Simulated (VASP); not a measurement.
# CdSe (F-43m) in VASP: a series of runs

CdSe is run at these levels: BLYP, LDA, r2SCAN; tasks: single point.

All numbers are computed with VASP 6.6.1; they aren't measurements. Logs are shortened: lines on timing, memory, paths and dates and some standing lists are left out, and cuts for length are marked.

**1. The cell of the first run**

It takes space group F-43m (No. 216, cubic). The conventional cell has a = 6.141 Å, b = 6.141 Å, c = 6.141 Å, α = 90.00°, β = 90.00°, γ = 90.00°. Within 3.5 Å of Cd (site symmetry -43m) lie 4 Se at 2.66 Å. Within 3.5 Å of Se (site symmetry -43m) lie 4 Cd at 2.66 Å.

**2. Single point, BLYP**

INCAR reads:

```
AGGAC = 1.0
AGGAX = 1.0
ALDAC = 0.0
ALDAX = 1.0
ALGO = Normal
EDIFF = 1E-6
ENCUT = 500
GGA = B5
GGA_COMPAT = False
ISIF = 2
ISMEAR = 0
LASPH = True
LCHARG = True
LELF = True
LREAL = False
LVHAR = True
LWAVE = False
NBANDS = 16
NELM = 120
PREC = Accurate
SIGMA = 0.01
```

KPOINTS reads:

```
k-points
0
Gamma
  6 6 6
```

POSCAR reads:

```
CdSe
1.0
    0.0000000000      3.0702710000      3.0702710000
    3.0702710000      0.0000000000      3.0702710000
    3.0702710000      3.0702710000      0.0000000000
Cd Se
1 1
Direct
    0.0000000000      0.0000000000      0.0000000000
    0.7500000000      0.7500000000      0.7500000000
```

Potentials or basis: VASP PAW PBE potentials, release 64 (Cd, Se).

Command:

```bash
cat potpaw_PBE.64/Cd/POTCAR potpaw_PBE.64/Se/POTCAR > POTCAR
mpirun -np 1 vasp_std > vasp.out
```

OUTCAR:

```text
EDIFF = 1E-6
   ENCUT = 500
   GGA = B5
   ISIF = 2
   ISMEAR = 0
   LASPH = True
   LREAL = False
   NELM = 120
   PREC = Accurate

 ion  position               nearest neighbor table
   1  0.000  0.000  0.000-   2 2.66   2 2.66   2 2.66   2 2.66
   2  0.750  0.750  0.750-   1 2.66   1 2.66   1 2.66   1 2.66

  LATTYP: Found a face centered cubic cell.
 ALAT       =     6.1405420000

  Lattice vectors:

 A1 = (   0.0000000000,   3.0702710000,   3.0702710000)
 A2 = (   3.0702710000,   0.0000000000,   3.0702710000)
 A3 = (   3.0702710000,   3.0702710000,   0.0000000000)

Analysis of symmetry for initial positions (statically):
=====================================================================
 Subroutine PRICEL returns:
 Original cell was already a primitive cell.

 Routine SETGRP: Setting up the symmetry group for a
 face centered cubic supercell.

 Subroutine GETGRP returns: Found 24 space group operations
 (whereof 24 operations were pure point group operations)
 out of a pool of 48 trial point group operations.

The static configuration has the point symmetry T_d .

Analysis of symmetry for dynamics (positions and initial velocities):
=====================================================================
 Subroutine PRICEL returns:
 Original cell was already a primitive cell.

 Routine SETGRP: Setting up the symmetry group for a
 face centered cubic supercell.

 Subroutine GETGRP returns: Found 24 space group operations
 (whereof 24 operations were pure point group operations)
 out of a pool of 48 trial point group operations.

The dynamic configuration has the point symmetry T_d .

 Subroutine INISYM returns: Found 24 space group operations
 (whereof 24 operations are pure point group operations),
 and found     1 'primitive' translations

----------------------------------------------------------------------------------------

                                     Primitive cell

  volume of cell :      57.8842

  direct lattice vectors                    reciprocal lattice vectors
     0.000000000  3.070271000  3.070271000    -0.162852074  0.162852074  0.162852074
     3.070271000  0.000000000  3.070271000     0.162852074 -0.162852074  0.162852074
     3.070271000  3.070271000  0.000000000     0.162852074  0.162852074 -0.162852074

  length of vectors
     4.342018888  4.342018888  4.342018888     0.282068066  0.282068066  0.282068066

  position of ions in fractional coordinates (direct lattice)
     0.000000000  0.000000000  0.000000000
     0.750000000  0.750000000  0.750000000

  ion indices of the primitive-cell ions
   primitive index   ion index
                 1           1
                 2           2

----------------------------------------------------------------------------------------

 KPOINTS: k-points

Automatic generation of k-mesh.
 Grid dimensions read from file:
 generate k-points for:    6    6    6

 Generating k-lattice:

  Cartesian coordinates                     Fractional coordinates (reciprocal lattice)
    -0.027142012  0.027142012  0.027142012     0.166666667  0.000000000  0.000000000
     0.027142012 -0.027142012  0.027142012     0.000000000  0.166666667  0.000000000
     0.027142012  0.027142012 -0.027142012     0.000000000  0.000000000  0.166666667

  Length of vectors
     0.047011344  0.047011344  0.047011344

  Shift w.r.t. Gamma in fractional coordinates (k-lattice)
     0.000000000  0.000000000  0.000000000

 Subroutine IBZKPT returns following result:
 ===========================================

 Found     16 irreducible k-points:

 Following reciprocal coordinates:
            Coordinates               Weight
  0.000000  0.000000  0.000000      1.000000
  0.166667  0.000000  0.000000      8.000000
  0.333333  0.000000  0.000000      8.000000
  0.500000  0.000000  0.000000      4.000000
  0.166667  0.166667  0.000000      6.000000
  0.333333  0.166667  0.000000     24.000000
[... 8 lines left out ...]
 -0.333333  0.333333  0.166667     24.000000
 -0.333333  0.500000  0.166667     12.000000
   k-points           NKPTS =     16   k-points in BZ     NKDIM =     16   number of bands    NBANDS=     16
   number of dos      NEDOS =    301   number of ions     NIONS =      2
   total plane-waves  NPLWV =  32768
   dimension x,y,z NGX =    32 NGY =   32 NGZ =   32
   dimension x,y,z NGXF=    64 NGYF=   64 NGZF=   64
   ions per type =               1   1
   NGX,Y,Z   is equivalent  to a cutoff of  12.25, 12.25, 12.25 a.u.
   NGXF,Y,Z  is equivalent  to a cutoff of  24.50, 24.50, 24.50 a.u.
 SYSTEM =  unknown system
   PREC   = accura    normal or accurate (medium, high low for compatibility)
   ISTART =      0    job   : 0-new  1-cont  2-samecut
   ICHARG =      2    charge: 1-file 2-atom 10-const
   ISPIN  =      1    spin polarized calculation?
   LNONCOLLINEAR =      F non collinear calculations
   LSORBIT =      F    spin-orbit coupling
   LASPH  =      T    aspherical Exc in radial PAW
   ENCUT  =  500.0 eV  36.75 Ry    6.06 a.u.   7.92  7.92  7.92*2*pi/ulx,y,z
   NELM   =    120;   NELMIN=  2; NELMDL= -5     # of ELM steps
   EDIFF  = 0.1E-05   stopping-criterion for ELM
   LREAL  =      F    real-space projection
   EDIFFG = 0.1E-04   stopping-criterion for IOM
   NSW    =      0    number of steps for IOM
   IBRION =     -1    ionic relax: 0-MD 1-quasi-New 2-CG
   NFREE  =      0    steps in history (QN), initial steepest desc. (CG)
   ISIF   =      2    stress and relaxation
   ISYM   =      2    0-nonsym 1-usesym 2-fastsym
   POTIM  = 0.5000    time-step for ionic-motion
   TEBEG  =    0.0;   TEEND  =   0.0 temperature during run
   PSTRESS=    0.0 pullay stress
   NELECT =      18.0000    total number of electrons
   NUPDOWN=      -1.0000    fix difference up-down
   EMIN   =  10.00;   EMAX   =-10.00  energy-range for DOS
   EFERMI =   0.00;   METHOD = LEGACY
   ISMEAR =     0;   SIGMA  =   0.01  broadening in eV -4-tet -1-fermi 0-gaus
   EFERMI_NEDOS =   21; number of points for ismear=-14 and -15
   IALGO  =     38    algorithm
   IMIX   =      4    mixing-type and parameters
     AMIX     =   0.40;   BMIX     =  1.00
     AMIX_MAG =   1.60;   BMIX_MAG =  1.00
  volume/ion in A,a.u.               =      28.94       195.31
  Fermi-wavevector in a.u.,A,eV,Ry     =   1.109121  2.095935 16.737201  1.230150
  Thomas-Fermi vector in A             =   2.245657
   LORBIT       =      0    0 simple, 1 ext, 2 COOP (PROOUT), +10 PAW based schemes
   GGA     = B5    functional components
   LHFCALC =     F    Hartree Fock is set to
   AEXX    =    0.0000 exact exchange contribution
   IVDW    =     0    specifies the selected vdW correction
   LEPSILON=     F    determine dielectric tensor
   LRPA    =     F    only Hartree local field effects (RPA)
 non-spin polarized calculation
 Gauss-broadening in eV      SIGMA  =   0.01
  energy-cutoff  :      500.00
  volume of cell :       57.88
 maximum number of plane-waves:      1484
   NGX = 15   NGY = 15   NGZ = 15

 number of electron      18.0000008 magnetization

 Free energy of the ion-electron system (eV)
  ---------------------------------------------------
  ext. energy  EPLUGINS =         0.00000000
  ---------------------------------------------------
  free energy    TOTEN  =        -4.48734452 eV

  energy without entropy =       -4.48734452  energy(sigma->0) =       -4.48734452

 E-fermi :   1.1942     XC(G=0):  -8.2756

 val. band max:        1.1122079770   @ k =   0.0000   0.0000   0.0000
 cond. band min:       1.6128975956   @ k =   0.0000   0.0000   0.0000
 fundamental gap:      0.5006896186
 Fermi energy:         1.1942486315

 k-point     1 :       0.0000    0.0000    0.0000
  band No.  band energies     occupation
      1     -11.3474      2.00000
      2      -6.7891      2.00000
      3      -6.7891      2.00000
      4      -6.7891      2.00000
      5      -6.4513      2.00000
      6      -6.4513      2.00000
[... 8 lines left out ...]
     15      12.2406      0.00000
     16      12.2406      0.00000

 k-point     2 :       0.1667    0.0000    0.0000
  band No.  band energies     occupation
      1     -11.2632      2.00000
      2      -6.7629      2.00000
      3      -6.7629      2.00000
      4      -6.7041      2.00000
      5      -6.4520      2.00000
      6      -6.4520      2.00000
[... 8 lines left out ...]
     15      11.3123      0.00000
     16      11.6958      0.00000

 k-point     3 :       0.3333    0.0000    0.0000
  band No.  band energies     occupation
      1     -11.0927      2.00000
      2      -6.7192      2.00000
      3      -6.7192      2.00000
      4      -6.4421      2.00000
      5      -6.4421      2.00000
      6      -6.4249      2.00000
[... 8 lines left out ...]
     15      11.7142      0.00000
     16      11.7142      0.00000

 k-point     4 :       0.5000    0.0000    0.0000
  band No.  band energies     occupation
      1     -11.0069      2.00000
      2      -6.7034      2.00000
      3      -6.7034      2.00000
      4      -6.4298      2.00000
      5      -6.4298      2.00000
      6      -6.1800      2.00000
[... 8 lines left out ...]
     15      13.2464      0.00000
     16      13.2464      0.00000

 k-point     5 :       0.1667    0.1667    0.0000
  band No.  band energies     occupation
      1     -11.2354      2.00000
      2      -6.7357      2.00000
      3      -6.7357      2.00000
      4      -6.7142      2.00000
      5      -6.4664      2.00000
      6      -6.4381      2.00000
[... 8 lines left out ...]
     15      12.4774      0.00000
     16      12.7907      0.00000

 k-point     6 :       0.3333    0.1667    0.0000
  band No.  band energies     occupation
      1     -11.0942      2.00000
      2      -6.7043      2.00000
      3      -6.6847      2.00000
      4      -6.5463      2.00000
      5      -6.4264      2.00000
      6      -6.4238      2.00000
[... 8 lines left out ...]
     15      12.6356      0.00000
     16      12.9979      0.00000

 k-point     7 :       0.5000    0.1667    0.0000
  band No.  band energies     occupation
      1     -10.9809      2.00000
      2      -6.6854      2.00000
      3      -6.6644      2.00000
      4      -6.4703      2.00000
      5      -6.4258      2.00000
      6      -6.1622      2.00000
[... 8 lines left out ...]
     15      13.0095      0.00000
     16      13.3456      0.00000

 k-point     8 :      -0.3333    0.1667    0.0000
  band No.  band energies     occupation
      1     -11.0091      2.00000
      2      -6.6862      2.00000
      3      -6.6830      2.00000
      4      -6.4517      2.00000
      5      -6.4513      2.00000
      6      -6.2371      2.00000
[... 8 lines left out ...]
     15      12.1119      0.00000
     16      13.2896      0.00000

 k-point     9 :      -0.1667    0.1667    0.0000
  band No.  band energies     occupation
      1     -11.1504      2.00000
      2      -6.7324      2.00000
      3      -6.7142      2.00000
      4      -6.5722      2.00000
      5      -6.4639      2.00000
      6      -6.4278      2.00000
[... 8 lines left out ...]
     15      11.7718      0.00000
     16      13.1147      0.00000

 k-point    10 :       0.3333    0.3333    0.0000
  band No.  band energies     occupation
      1     -11.0108      2.00000
      2      -6.6179      2.00000
      3      -6.6179      2.00000
      4      -6.5980      2.00000
      5      -6.4115      2.00000
      6      -6.3508      2.00000
[... 8 lines left out ...]
     15      13.1003      0.00000
     16      15.2474      0.00000

 k-point    11 :       0.5000    0.3333    0.0000
  band No.  band energies     occupation
      1     -10.9272      2.00000
      2      -6.6304      2.00000
      3      -6.5875      2.00000
      4      -6.5398      2.00000
      5      -6.4115      2.00000
      6      -6.1324      2.00000
[... 8 lines left out ...]
     15      13.6172      0.00000
     16      14.2206      0.00000

 k-point    12 :      -0.3333    0.3333    0.0000
  band No.  band energies     occupation
      1     -10.9271      2.00000
      2      -6.6551      2.00000
      3      -6.6155      2.00000
      4      -6.4846      2.00000
      5      -6.4384      2.00000
      6      -6.0573      2.00000
[... 8 lines left out ...]
     15      11.9598      0.00000
     16      15.1802      0.00000

 k-point    13 :       0.5000    0.5000    0.0000
  band No.  band energies     occupation
      1     -10.8994      2.00000
      2      -6.6091      2.00000
      3      -6.5525      2.00000
      4      -6.5525      2.00000
      5      -6.3982      2.00000
      6      -6.1187      2.00000
[... 8 lines left out ...]
     15      13.5588      0.00000
     16      14.4476      0.00000

 k-point    14 :       0.5000    0.3333    0.1667
  band No.  band energies     occupation
      1     -10.9824      2.00000
      2      -6.6563      2.00000
      3      -6.6473      2.00000
      4      -6.5101      2.00000
      5      -6.4271      2.00000
      6      -6.2248      2.00000
[... 8 lines left out ...]
     15      13.1895      0.00000
     16      14.1405      0.00000

 k-point    15 :      -0.3333    0.3333    0.1667
  band No.  band energies     occupation
      1     -10.9271      2.00000
      2      -6.6493      2.00000
      3      -6.6241      2.00000
      4      -6.4793      2.00000
      5      -6.4406      2.00000
      6      -6.0569      2.00000
[... 8 lines left out ...]
     15      13.0021      0.00000
     16      14.0598      0.00000

 k-point    16 :      -0.3333    0.5000    0.1667
  band No.  band energies     occupation
      1     -10.9001      2.00000
      2      -6.6151      2.00000
      3      -6.6026      2.00000
      4      -6.5074      2.00000
      5      -6.4258      2.00000
      6      -6.0336      2.00000
[... 8 lines left out ...]
     15      13.9296      0.00000
     16      14.0142      0.00000

------------------------ aborting loop because EDIFF is reached ----------------------------------------

  FORCE on cell =-STRESS in cart. coord.  units (eV):
  Direction    XX          YY          ZZ          XY          YZ          ZX
  --------------------------------------------------------------------------------------
  -------------------------------------------------------------------------------------
  Total        1.5943890      1.5943890      1.5943890      0.0000000      0.0000000     -0.0000000
  in kB       44.1311001     44.1311001     44.1311001      0.0000000      0.0000000     -0.0000000
  external PRESSURE =      44.1311001 kB  Pullay stress =       0.0000000 kB

 VOLUME and BASIS-vectors are now :
 -----------------------------------------------------------------------------
  energy-cutoff  :      500.00
  volume of cell :       57.88
      direct lattice vectors                 reciprocal lattice vectors
     0.000000000  3.070271000  3.070271000    -0.162852074  0.162852074  0.162852074
     3.070271000  0.000000000  3.070271000     0.162852074 -0.162852074  0.162852074
     3.070271000  3.070271000  0.000000000     0.162852074  0.162852074 -0.162852074

 POSITION                                       TOTAL-FORCE (eV/Angst)
 -----------------------------------------------------------------------------------
      0.00000      0.00000      0.00000         0.000000      0.000000      0.000000
      4.60541      4.60541      4.60541        -0.000000     -0.000000     -0.000000
 -----------------------------------------------------------------------------------
    total drift:                               -0.000000     -0.000000     -0.000000

  FREE ENERGIE OF THE ION-ELECTRON SYSTEM (eV)
  ---------------------------------------------------
  free  energy   TOTEN  =        -4.4873445156 eV

  energy  without entropy=       -4.4873445156  energy(sigma->0) =       -4.48734452
```

It took 20 s on 1 thread of Intel Xeon 6975P-C (Granite Rapids), shared host; peak memory 0.17 GiB.

Results:

```
Free energy            : -4.4873 eV
Pressure               : 4.4 GPa
Band gap on the k mesh : 0.50 eV, direct
```

Levels at points of the mesh, in eV from the valence-band top:
| k point | band 7 | band 8 | band 9 | band 10 | band 11 | band 12 |
| --- | --- | --- | --- | --- | --- | --- |
| (0.00, 0.00, 0.00) | 0.00 | 0.00 | 0.00 | 0.50 | 5.94 | 5.94 |
| (0.50, 0.00, 0.00) | -4.21 | -0.71 | -0.71 | 2.32 | 6.46 | 6.46 |
| (0.50, 0.50, 0.00) | -3.96 | -1.74 | -1.74 | 3.28 | 3.72 | 9.04 |

Caveat: the PAW data sets were made with another functional, which shifts forces and pressure a little.

(Continued in part 2 of 2.)
